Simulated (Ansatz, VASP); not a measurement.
Pb, level by level in two programs

```xyz
1
Lattice="0.0000 2.4245 2.4245 2.4245 0.0000 2.4245 2.4245 2.4245 0.0000" Properties=species:S:1:pos:R:3 pbc="T T T"
Pb    0.0000    0.0000    0.0000
```

Single points on this cell with VASP 6.6.1 and Ansatz 0.2.0. Each row is one pair of runs. Alike in all rows: spin: off; k mesh: 9 × 9 × 9; smearing: fermi-dirac, width 0.05 eV; VASP's potentials, cutoff: VASP PAW PBE potentials, release 64 (Pb_d), 520 eV; Ansatz's potentials, cutoff: Ansatz PAW, 420 eV.

```tsv
level	gap on the k mesh at the Fermi level (eV), VASP	gap on the k mesh at the Fermi level (eV), Ansatz	pressure (GPa), VASP	pressure (GPa), Ansatz
PBEsol+D4	none	none	1.2	1.3
RPBE+D3(BJ)	none	none	-15.4	-15.3
revPBE+D4	none	none	3.7	3.7
BLYP	none	none	10.2	10.0
PBE+D4	none	none	3.4	3.5
PBEsol+D3(BJ)	none	?	-0.1	?
RPBE	none	none	7.7	7.7
revPBE+D3(BJ)	none	none	2.6	2.7
```

Q: Fill in what Ansatz gave in row 6.

A: gap on the k mesh at the Fermi level (eV): none; pressure (GPa): 0.0.

A gap of «none» marks a metal or a gap that the smearing closes.

Neither program's run includes spin-orbit coupling.
